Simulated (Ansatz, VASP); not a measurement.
**One calculation of Al, two programs**

```xyz
4
Lattice="4.0399 0.0000 0.0000 0.0000 4.0399 0.0000 0.0000 0.0000 4.0399" Properties=species:S:1:pos:R:3 pbc="T T T"
Al    0.0000    0.0000    0.0000
Al    2.0200    2.0200    0.0000
Al    2.0200    0.0000    2.0200
Al    0.0000    2.0200    2.0200
```

Alike in both runs: task single point; functional LDA; k mesh 6 × 6 × 6; occupations fermi-dirac, width 0.0816 eV; no spin polarisation.

|  | VASP | Ansatz |
| --- | --- | --- |
| version | VASP 6.6.1 | Ansatz 0.2.0 |
| potentials or method | VASP PAW LDA potentials, release 64 (Al), cutoff 500 eV | all-electron LAPW, scalar-relativistic |

|  | VASP | Ansatz | Ansatz less VASP |
| --- | --- | --- | --- |
| pressure (GPa) | -2.9 | -2.9 | -0.04 |

LDA's correlation is that of Perdew and Zunger in VASP and of Perdew and Wang (1992) in Ansatz. Ansatz ran all-electron here, and VASP with PAW potentials.
